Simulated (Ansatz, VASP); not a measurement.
## KF in VASP and in Ansatz

Contents of INCAR:

```
SYSTEM = KF
  PREC = Accurate
  ENCUT = 600
  EDIFF = 1E-7
  ISMEAR = 0
  SIGMA = 0.02
  LREAL = .False.
  LASPH = .True.
  NELM = 120
  ALGO = Normal
  ISIF = 3
  LWAVE = .False.
  LCHARG = .False.
  GGA = PE
  IVDW = 12
  IBRION = 2
  NSW = 100
  EDIFFG = -0.002
  GGA_COMPAT = .False.
  NELMIN = 4
```

Contents of KPOINTS:

```
Automatic mesh
0
Gamma
  8 8 8
  0 0 0
```

The input POSCAR:

```
KF
1.0
    0.0000000000      2.6544134000      2.6544134000
    2.6544134000      0.0000000000      2.6544134000
    2.6544134000      2.6544134000      0.0000000000
K F
1 1
Direct
    0.0000000000      0.0000000000      0.0000000000
    0.5000000000      0.5000000000      0.5000000000
```

Input for Ansatz:

```yaml
crystal:
  lattice:
    - [0.0, 2.6544134, 2.6544134]
    - [2.6544134, 0.0, 2.6544134]
    - [2.6544134, 2.6544134, 0.0]
  atoms:
    - { symbol: K, position: [0.0, 0.0, 0.0] }
    - { symbol: F, position: [0.5, 0.5, 0.5] }
basis:
  ecutwfc: 420
kpoints:
  mp_grid: { grid: [8, 8, 8] }
hamiltonian:
  xc: pbe
  dispersion: d3bj
  pseudopotentials: { kind: paw, azcp: { folder: soft_1 } }
scf:
  occupations: { method: gaussian, width: 0.02 }
output:
  forces: true
  stress: true
  eigenvalues: true
relax:
  adjacent_minimum: "off"
  f_tol: 0.002
  max_steps: 80
  cell: { stress_tol: 0.02 }
```

Alike in both runs: task relaxation of cell and atoms; functional PBE; dispersion D3(BJ); k mesh 8 × 8 × 8; occupations gaussian, width 0.02 eV; no spin polarisation.

```csv
,VASP,Ansatz
version,VASP 6.6.1,Ansatz 0.2.0
potentials or method,"VASP PAW PBE potentials, release 64 (K_sv, F), cutoff 600 eV","scalar-relativistic, plane waves, PAW"
valence electrons in the cell,16,16
```

Ansatz gave:

- gap on the k mesh at the Fermi level, each at its own relaxed structure (eV): 6.17
- relaxed volume (Å³/atom): 19.10
- relaxed cell length with the largest relative difference (Å): 3.780

Q: What did VASP give for the same quantities?

A: gap on the k mesh at the Fermi level, each at its own relaxed structure (eV): 6.16; relaxed volume (Å³/atom): 19.11; relaxed cell length with the largest relative difference (Å): 3.781.
